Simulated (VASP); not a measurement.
Here is a VASP 6.6.1 calculation.

The input INCAR:

```
SYSTEM = CeO2
ALGO = Normal ; EDIFF = 1E-6
ENCUT = 520 ; GGA = PE
ISIF = 2 ; ISMEAR = 0
LASPH = .True. ; LCHARG = .False.
LDAU = .True. ; LDAUJ = 0 0
LDAUL = 3 -1 ; LDAUPRINT = 1
LDAUTYPE = 2 ; LDAUU = 5 0
LMAXMIX = 6 ; LREAL = .False.
LWAVE = .False. ; NBANDS = 19
NELM = 150 ; PREC = Accurate
SIGMA = 0.05
```

KPOINTS

```
k-points
0
Gamma
  12 12 12
  0 0 0
```

POSCAR

```
CeO2
1.0
    0.0000000000      2.7175505849      2.7175505849
    2.7175505849      0.0000000000      2.7175505849
    2.7175505849      2.7175505849      0.0000000000
Ce O
1 2
Direct
    0.0000000000      0.0000000000      0.0000000000
    0.2500000000      0.2500000000      0.2500000000
    0.7500000000      0.7500000000      0.7500000000
```

Potentials or basis: VASP PAW PBE potentials, release 64 (Ce, O).

Command:

```bash
$ cat potpaw_PBE.64/Ce/POTCAR potpaw_PBE.64/O/POTCAR > POTCAR
$ mpirun -np 1 vasp_std > vasp.out
```

(1) Predict the pressure.

(2) Predict the band gap on the k mesh.

## Answers

(1) 7.1 GPa.

(2) 2.38 eV, indirect (least direct gap 2.58 eV).

Caveat: spin-orbit coupling is left out, which moves the levels of the heavy elements.
